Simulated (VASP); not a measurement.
Crystal: HgTe (Coloradoite).

```
Hg Te
1.0
     0.00000    3.21450    3.21450
     3.21450    0.00000    3.21450
     3.21450    3.21450    0.00000
Hg Te
1 1
Direct
  0.00000 0.00000 0.00000
  0.75000 0.75000 0.75000
```

| Property | Result |
| --- | --- |
| Program | VASP 6.6.1 |
| Task | relaxation of cell and atoms |
| Functional | PBEsol |
| Potentials or basis | VASP PAW PBE potentials, release 64 (Hg, Te) |
| Cutoff | 600 eV |
| k mesh | 7 × 7 × 7 |
| Occupations | fermi-dirac, width 0.05 eV |
| Spin | no spin polarisation |

At the start: pressure 1.9 GPa; volume 33.22 Å³/atom.

Where does the relaxation end?

Over 3 steps the energy falls by 8.0 meV/atom and the volume is 34.61 Å³/atom (+4.2 %); space group F-43m (No. 216, to 0.05 Å).

Step by step:
```
step  energy change (eV)  largest force (eV/Å)  pressure (GPa)  volume (Å³)
   1              0.0000                0.0000            1.92        66.43
   2             -0.0137                0.0000           -0.64        70.32
   3             -0.0160                0.0000            0.00        69.21
```

Final structure:
```cif
data_structure
_symmetry_space_group_name_H-M 'P 1'
_symmetry_Int_Tables_number 1
_cell_length_a 4.6086
_cell_length_b 4.6086
_cell_length_c 4.6086
_cell_angle_alpha 60.000
_cell_angle_beta 60.000
_cell_angle_gamma 60.000
_cell_volume 69.21
loop_
_atom_site_label
_atom_site_type_symbol
_atom_site_fract_x
_atom_site_fract_y
_atom_site_fract_z
_atom_site_occupancy
Hg1 Hg 0.00000 0.00000 0.00000 1
Te1 Te 0.75000 0.75000 0.75000 1
```

Caveat: the PAW data sets were made with another functional, which shifts forces and pressure a little.
